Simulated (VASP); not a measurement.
**AlNi: single point with PBEsol**

AlNi:

```
Al Ni
1.0
     2.86217    0.00000    0.00000
     0.00000    2.86217    0.00000
     0.00000    0.00000    2.86217
Al Ni
1 1
Direct
  0.00000 0.00000 0.00000
  0.50000 0.50000 0.50000
```

- Program: VASP 6.6.1
- Task: single point
- Functional: PBEsol
- Potentials or basis: VASP PAW PBE potentials, release 64 (Al, Ni)
- Cutoff: 520 eV
- k mesh: 24 × 24 × 24
- Occupations: gaussian, width 0.15 eV
- Spin: no spin polarisation
- Dipole correction: no
- Further INCAR settings: ALGO = Fast; EDIFF = 1e-06; NBANDS = 14

```
Pressure : -0.1 GPa
```

Levels at points of the mesh, in eV from the Fermi level:
```csv
k point,band 5,band 6,band 7,band 8,band 9,band 10
"(0.00, 0.00, 0.00)",-1.58,-1.58,5.58,5.58,5.58,8.21
"(0.50, 0.00, 0.00)",-2.31,-1.49,-0.66,8.32,10.09,10.09
"(0.50, 0.50, 0.00)",-2.13,-2.13,-1.04,1.50,2.59,12.51
"(0.50, 0.50, 0.50)",-1.01,1.96,1.96,1.96,3.90,4.56
```

Wall time 65 s on 1 thread of Intel(R) Xeon(R) Platinum 8559C (Emerald Rapids), with other jobs on the host, peak memory 0.26 GiB.

Caveat: the PAW data sets were made with another functional, which shifts forces and pressure a little. Spin polarisation is off, so any magnetic state and its effect on volume and gap are missing.
